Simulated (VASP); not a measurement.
**Sb: single point with PBE**

Sb:

```
Sb
1.0
     2.92385    0.00000    0.00003
     0.00000    4.41882    0.00000
    -0.00888    0.00000    4.41810
Sb
2
Direct
  0.00000 0.75000 0.75000
  0.00000 0.25000 0.25000
```

This cell differs from its parent crystal: uniaxial strain along a: -6.0 %, then relaxed in part.

| Property | Result |
| --- | --- |
| Program | VASP 6.6.1 |
| Task | single point |
| Functional | PBE |
| Potentials or basis | VASP PAW PBE potentials, release 64 (Sb) |
| Cutoff | 520 eV |
| k mesh | 14 × 10 × 10 |
| Occupations | gaussian, width 0.1 eV |
| Spin | no spin polarisation |
| Dipole correction | no |
| Further INCAR settings | ALGO = Normal; EDIFF = 1e-06; NBANDS = 12 |

| Quantity | Value |
| --- | --- |
| Pressure | 3.9 GPa |
| Band gap on the k mesh | zero (bands 5 and 6 overlap by 8.15 eV) |

Stress tensor (GPa, compression positive):
```
11.71  0.00  0.04
 0.00 -0.01  0.00
 0.04  0.00 -0.01
```

Levels at points of the mesh, in eV from the Fermi level:
```tsv
k point	band 2	band 3	band 4	band 5	band 6	band 7	band 8	band 9
(0.00, 0.00, 0.00)	-8.02	-3.85	-3.85	1.94	2.75	2.75	4.79	6.55
(0.50, 0.00, 0.00)	-5.97	-4.18	-2.34	-1.32	-1.32	4.65	4.65	5.17
(0.00, 0.50, 0.00)	-11.03	-1.72	-1.72	-1.36	-1.36	6.42	6.42	7.81
(0.50, 0.50, 0.00)	-7.74	-4.45	-4.45	0.89	0.89	1.80	1.80	5.33
(0.00, 0.00, 0.50)	-11.03	-1.72	-1.72	-1.36	-1.36	6.42	6.42	7.81
(0.50, 0.00, 0.50)	-7.74	-4.45	-4.45	0.89	0.89	1.80	1.80	5.33
(0.00, 0.50, 0.50)	-10.44	-5.82	-5.82	4.65	4.65	6.74	6.74	8.94
(0.50, 0.50, 0.50)	-6.99	-4.10	-4.10	-3.17	-3.17	2.13	2.13	7.40
```

Wall time 3.6 min on 1 thread of Intel Xeon 8259CL, on a shared host, peak memory 0.38 GiB.

Caveat: the cell differs from its parent crystal (uniaxial strain along a: -6.0 %, then relaxed in part); the stress differs along the axes, from -0 to 12 GPa; spin-orbit coupling is left out, which moves the levels of the heavy elements.
